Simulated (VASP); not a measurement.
Zr: single point with PBEsol

Zr:

```
Zr
1.0
     0.00000    2.23195    2.23195
     2.23195    0.00000    2.23195
     2.23195    2.23195    0.00000
Zr
1
Direct
  0.00000 0.00000 0.00000
```

| Item | Value |
| --- | --- |
| Program | VASP 6.6.1 |
| Task | single point |
| Functional | PBEsol |
| Potentials or basis | VASP PAW PBE potentials, release 64 (Zr_sv) |
| Cutoff | 520 eV |
| k mesh | 20 × 20 × 20 |
| Occupations | fermi-dirac, width 0.1 eV |
| Spin | no spin polarisation |
| Dipole correction | no |
| Further INCAR settings | ALGO = Normal; EDIFF = 1e-06; NBANDS = 12 |

| Item | Value |
| --- | --- |
| Pressure | 0.3 GPa |
| Band gap on the k mesh | zero (band 6 reaches 10.26 eV, above the bottom of band 7 at 8.76 eV) |

Levels at points of the mesh, in eV from the Fermi level:
```tsv
k point	band 3	band 4	band 5	band 6	band 7	band 8	band 9	band 10
(0.00, 0.00, 0.00)	-25.98	-25.98	-5.64	0.99	0.99	0.99	3.55	3.55
(0.50, 0.00, 0.00)	-26.13	-26.13	-3.06	0.79	0.79	1.29	5.47	5.47
(0.50, 0.50, 0.00)	-26.38	-26.38	-3.17	-2.34	3.26	5.47	6.03	6.03
```

Run time: 41 s on 1 thread of Intel(R) Xeon(R) Platinum 8259CL CPU @ 2.50GHz (Skylake/Cascade Lake), with other jobs on the host, peak memory 0.18 GiB.

Caveat: the PAW data sets were made with another functional, which shifts forces and pressure a little.
